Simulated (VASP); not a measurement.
# Si (P6_3/mmc) in VASP: notebook, part 3 of 3

VASP 6.6.1. The steps go on from the part before.

## (5) Single point, PBEsol (strained cell)

Input file INCAR:

```
  PREC = Accurate
  ENCUT = 520
  EDIFF = 1E-6
  ISMEAR = 0
  SIGMA = 0.01
  LREAL = False
  LASPH = True
  NELM = 80
  ALGO = Normal
  ISIF = 2
  LWAVE = False
  LCHARG = True
  GGA = PS
  LELF = True
  LVHAR = True
  NBANDS = 16
```

Input file KPOINTS:

```
regular mesh
0
Gamma
  9 9 6
```

Input file POSCAR:

```
Si
1.0
    3.8438634349      0.0000000000      0.0000000000
   -1.9219317175      3.3288833833      0.0000000000
    0.0000000000      0.0000000000      6.3153658776
Si
4
Direct
    0.3333333333      0.6666666667     -0.0004389453
    0.6666666667      0.3333333333      0.4995610547
    0.3333333333      0.6666666667      0.3744389453
    0.6666666667      0.3333333333      0.8744389453
```

Potentials or basis: VASP PAW PBE potentials, release 64 (Si).

Launch:

```sh
cat potpaw_PBE.64/Si/POTCAR > POTCAR
mpirun -np 1 vasp_std > vasp.out
```

OUTCAR:

```text
PREC = Accurate
   ENCUT = 520
   EDIFF = 1E-6
   ISMEAR = 0
   LREAL = False
   LASPH = True
   NELM = 80
   ISIF = 2
   GGA = PS

 ion  position               nearest neighbor table
   1  0.333  0.667  1.000-   4 2.36   4 2.36   4 2.36   3 2.37
   2  0.667  0.333  0.500-   3 2.36   3 2.36   3 2.36   4 2.37
   3  0.333  0.667  0.374-   2 2.36   2 2.36   2 2.36   1 2.37
   4  0.667  0.333  0.874-   1 2.36   1 2.36   1 2.36   2 2.37

  LATTYP: Found a hexagonal cell.
 ALAT       =     3.8438634349
 C/A-ratio  =     1.6429735303

  Lattice vectors:

 A1 = (   3.8438634349,   0.0000000000,   0.0000000000)
 A2 = (  -1.9219317175,   3.3288833833,   0.0000000000)
 A3 = (   0.0000000000,   0.0000000000,   6.3153658776)

Analysis of symmetry for initial positions (statically):
=====================================================================
 Subroutine PRICEL returns:
 Original cell was already a primitive cell.

 Routine SETGRP: Setting up the symmetry group for a
 hexagonal supercell.

 Subroutine GETGRP returns: Found 24 space group operations
 (whereof  6 operations were pure point group operations)
[... 167 lines left out ...]
  free energy    TOTEN  =       -22.94436965 eV

  energy without entropy =      -22.94436965  energy(sigma->0) =      -22.94436965

 E-fermi :   6.0365     XC(G=0):  -9.5131

 val. band max:        5.9411483177   @ k =   0.0000   0.0000   0.0000
 cond. band min:       6.2684992501   @ k =   0.4444   0.0000   0.0000
 fundamental gap:      0.3273509324
 Fermi energy:         6.0365334927

 k-point     1 :       0.0000    0.0000    0.0000
  band No.  band energies     occupation
      1      -6.2442      2.00000
      2      -3.9222      2.00000
      3      -1.2773      2.00000
      4       4.3943      2.00000
      5       4.3943      2.00000
      6       5.6403      2.00000
[... 433 lines left out ...]
      3      -0.8483      2.00000
      4      -0.8483      2.00000
      5       0.8008      2.00000
      6       2.3946      2.00000
[... 8 lines left out ...]
     15      12.9138      0.00000
     16      13.1109      0.00000

 [... further k-points ...]
[... 5 lines left out ...]
  --------------------------------------------------------------------------------------
  -------------------------------------------------------------------------------------
  Total       -0.5059381     -0.5059381      0.0107657      0.0000000      0.0000000     -0.0000000
  in kB      -10.0309689    -10.0309689      0.2134457      0.0000000      0.0000000     -0.0000000
  external PRESSURE =      -6.6161640 kB  Pullay stress =       0.0000000 kB

 VOLUME and BASIS-vectors are now :
 -----------------------------------------------------------------------------
  energy-cutoff  :      520.00
  volume of cell :       80.81
      direct lattice vectors                 reciprocal lattice vectors
     3.843863435  0.000000000  0.000000000     0.260154924  0.150200515  0.000000000
    -1.921931717  3.328883383  0.000000000     0.000000000  0.300401031  0.000000000
     0.000000000  0.000000000  6.315365878     0.000000000  0.000000000  0.158343953

 POSITION                                       TOTAL-FORCE (eV/Angst)
 -----------------------------------------------------------------------------------
     -0.00000      2.21926      6.31259         0.000000     -0.000000      0.000327
      1.92193      1.10963      3.15491         0.000000      0.000000      0.000327
     -0.00000      2.21926      2.36472        -0.000000     -0.000000     -0.000327
      1.92193      1.10963      5.52240         0.000000     -0.000000     -0.000327
 -----------------------------------------------------------------------------------
    total drift:                               -0.000000      0.000000      0.000001

  FREE ENERGIE OF THE ION-ELECTRON SYSTEM (eV)
  ---------------------------------------------------
  free  energy   TOTEN  =       -22.9443696490 eV

  energy  without entropy=      -22.9443696490  energy(sigma->0) =      -22.94436965
```

OSZICAR:

```text
N       E                     dE             d eps       ncg     rms          rms(c)
DAV:   1     0.246995707727E+02    0.24700E+02   -0.59191E+03  1536   0.814E+02
DAV:   2    -0.215512733345E+02   -0.46251E+02   -0.42031E+02  2096   0.122E+02
DAV:   3    -0.233629896505E+02   -0.18117E+01   -0.17971E+01  2096   0.223E+01
DAV:   4    -0.233833584411E+02   -0.20369E-01   -0.20364E-01  1912   0.308E+00
DAV:   5    -0.233837092659E+02   -0.35082E-03   -0.35080E-03  2112   0.379E-01    0.695E+00
DAV:   6    -0.230815928082E+02    0.30212E+00   -0.11009E-01  1864   0.156E+00    0.416E+00
DAV:   7    -0.229428988013E+02    0.13869E+00   -0.21655E-01  1784   0.224E+00    0.237E-01
DAV:   8    -0.229441424479E+02   -0.12436E-02   -0.16206E-02  1848   0.648E-01    0.102E-01
DAV:   9    -0.229443032017E+02   -0.16075E-03   -0.44690E-04  2080   0.120E-01    0.780E-02
DAV:  10    -0.229443700879E+02   -0.66886E-04   -0.10404E-04  1832   0.501E-02    0.258E-02
DAV:  11    -0.229443690397E+02    0.10482E-05   -0.19332E-06  2040   0.791E-03    0.536E-03
DAV:  12    -0.229443696490E+02   -0.60922E-06   -0.65855E-07  1352   0.441E-03
   1 F= -.22944370E+02 E0= -.22944370E+02  d E =-.711642E-44
```

stdout:

```text
POSCAR found type information on POSCAR Si
 POSCAR found :  1 types and       4 ions
 scaLAPACK will be used
 -----------------------------------------------------------------------------
|                                                                             |
|                                                                             |
|     You enforced a specific xc type in the INCAR file but a different       |
|     I HOPE YOU KNOW WHAT YOU ARE DOING!                                     |
|                                                                             |
 -----------------------------------------------------------------------------

 LDA part: xc-table for (Slater+PW92), standard interpolation
 POSCAR, INCAR and KPOINTS ok, starting setup
 FFT: planning ... GRIDC
 FFT: planning ... GRID_SOFT
 FFT: planning ... GRID
 WAVECAR not read
 entering main loop
```

Wall time 20 s (1 thread of Intel Xeon 6975P-C (Granite Rapids), shared host); peak memory 0.2 GiB.

What came out:

```
Free energy            : -22.9444 eV
Pressure               : -0.7 GPa
Band gap on the k mesh : 0.33 eV, indirect (least direct gap 0.88 eV)
```

Caveat: the cell differs from its parent crystal (strained cell); the PAW data sets were made with another functional, which shifts forces and pressure a little. A k mesh can miss the band edges.

## (6) Single point, PBEsol (strained cell)

Input file INCAR:

```
SYSTEM = Si
  PREC = Accurate
  ENCUT = 520
  EDIFF = 1E-6
  ISMEAR = 0
  SIGMA = 0.01
  LREAL = .False.
  LASPH = .True.
  NELM = 100
  ALGO = Normal
  ISIF = 2
  LWAVE = .False.
  LCHARG = .True.
  GGA = PS
  LELF = .True.
  LVHAR = .True.
  NBANDS = 16
```

Input file KPOINTS:

```
Automatic mesh
0
Gamma
  9 9 6
  0 0 0
```

Input file POSCAR:

```
Si
1.0
    3.8438634349      0.0000000000      0.0000000000
   -1.9219317175      3.3288833833      0.0000000000
    0.0000000000      0.0000000000      6.3126789975
Si
4
Direct
    0.3333333333      0.6666666667     -0.0004601550
    0.6666666667      0.3333333333      0.4995398450
    0.3333333333      0.6666666667      0.3744601550
    0.6666666667      0.3333333333      0.8744601550
```

Potentials or basis: VASP PAW PBE potentials, release 64 (Si).

Launch:

```sh
cat potpaw_PBE.64/Si/POTCAR > POTCAR
mpirun -np 1 vasp_std > vasp.out
```

Wall time 20 s (1 thread of Intel Xeon 6975P-C (Granite Rapids), shared host); peak memory 0.2 GiB.

It converged, with:

```yaml
Free_energy: -22.9444 eV
Pressure: -0.6 GPa
Band_gap_on_the_k_mesh: 0.33 eV, indirect (least direct gap 0.88 eV)
```

Stress tensor (GPa, compression positive):
```
-0.99  0.00  0.00
 0.00 -0.99  0.00
 0.00  0.00  0.11
```

Levels at points of the mesh, in eV from the valence-band top:
```csv
k point,band 4,band 5,band 6,band 7,band 8,band 9,band 10,band 11,band 12,band 13
"(0.00, 0.00, 0.00)",-1.55,-1.55,-0.30,0.00,0.00,0.88,1.93,1.93,2.40,3.42
"(0.00, 0.00, 0.50)",-4.20,-0.95,-0.95,-0.95,-0.95,1.68,1.68,2.92,2.92,2.92
```

Caveat: the cell differs from its parent crystal (strained cell); the PAW data sets were made with another functional, which shifts forces and pressure a little. A k mesh can miss the band edges.

## (7) Relaxation of the atoms, PBEsol (strained cell)

Input file INCAR:

```
SYSTEM = Si
PREC = Accurate ; ENCUT = 520
EDIFF = 1E-6 ; ISMEAR = 0
SIGMA = 0.01 ; LREAL = .False.
LASPH = .True. ; NELM = 100
ALGO = Normal ; ISIF = 2
LWAVE = .False. ; LCHARG = .False.
GGA = PS ; IBRION = 2
NSW = 60 ; EDIFFG = -0.002
```

KPOINTS is that of step 6.

Input file POSCAR:

```
Si
1.0
    3.8438634349      0.0000000000      0.0000000000
   -1.9219317175      3.3288833833      0.0000000000
    0.0000000000      0.0000000000      6.3057763896
Si
4
Direct
    0.3333333333      0.6666666667      0.0000086266
    0.6666666667      0.3333333333      0.5000086266
    0.3333333333      0.6666666667      0.3739913734
    0.6666666667      0.3333333333      0.8739913734
```

Launch:

```sh
cat potpaw_PBE.64/Si/POTCAR > POTCAR
mpirun -np 1 vasp_std > vasp.out
```

Run time: 24 s. Hardware: 1 thread of Intel Xeon 6975P-C (Granite Rapids), shared host; peak memory 0.2 GiB.

The run converged. Its results:

```
Free energy               : -22.9442 eV
Energy gained by relaxing : 0.2 meV/atom
Ionic steps               : 3
Pressure after relaxing   : -0.5 GPa
Band gap on the k mesh    : 0.32 eV, indirect (least direct gap 0.87 eV)
```

Stress tensor (GPa, compression positive):
```
-0.94  0.00  0.00
 0.00 -0.94  0.00
 0.00  0.00  0.33
```

The path:
```
step  energy change (eV)  largest force (eV/Å)  pressure (GPa)
   1              0.0000                0.0902           -0.52
   2             -0.0006                0.0238           -0.52
   3             -0.0006                0.0002           -0.52
```

Final structure:
```
CELL_PARAMETERS angstrom
3.84386 0.00000 0.00000
-1.92193 3.32888 0.00000
0.00000 0.00000 6.30578
ATOMIC_POSITIONS crystal
Si 0.33333 0.66667 0.99946
Si 0.66667 0.33333 0.49946
Si 0.33333 0.66667 0.37454
Si 0.66667 0.33333 0.87454
```

Levels at points of the mesh, in eV from the valence-band top:
| k point | band 4 | band 5 | band 6 | band 7 | band 8 | band 9 | band 10 | band 11 | band 12 |
| --- | --- | --- | --- | --- | --- | --- | --- | --- | --- |
| (0.00, 0.00, 0.00) | -1.56 | -1.56 | -0.29 | 0.00 | 0.00 | 0.87 | 1.93 | 1.93 | 2.42 |
| (0.00, 0.00, 0.50) | -4.19 | -0.95 | -0.95 | -0.95 | -0.95 | 1.68 | 1.68 | 2.91 | 2.91 |

Caveat: the cell differs from its parent crystal (strained cell); the PAW data sets were made with another functional, which shifts forces and pressure a little. A k mesh can miss the band edges.

## (8) Overview

```tsv
task	cell	gap on the mesh (eV)	pressure (GPa)
relaxation of the atoms	atoms relaxed from a = 3.844, b = 3.844, c = 6.313 Å, angles 90.0, 90.0, 120.0°, 4 atoms	0.33	-0.6
relaxation of the atoms	atoms relaxed from a = 3.844, b = 3.844, c = 6.315 Å, angles 90.0, 90.0, 120.0°, 4 atoms	0.33	-0.7
single point	a = 3.844, b = 3.844, c = 6.306 Å, angles 90.0, 90.0, 120.0°, 4 atoms	0.32	-0.5
single point	a = 3.844, b = 3.844, c = 6.315 Å, angles 90.0, 90.0, 120.0°, 4 atoms	0.33	-0.7
single point	a = 3.844, b = 3.844, c = 6.313 Å, angles 90.0, 90.0, 120.0°, 4 atoms	0.33	-0.6
relaxation of the atoms	atoms relaxed from a = 3.844, b = 3.844, c = 6.306 Å, angles 90.0, 90.0, 120.0°, 4 atoms	0.32	-0.5
```

Alike in all rows: level PBEsol; potentials or basis VASP PAW PBE potentials, release 64 (Si); no spin polarisation; k mesh 9 × 9 × 6; cutoff (eV) 520; smearing gaussian 0.01 eV.

Caveats: the PAW data sets were made with another functional, which shifts forces and pressure a little.

Total energies depend on the potentials used, so only differences within one code and one set of settings carry meaning.
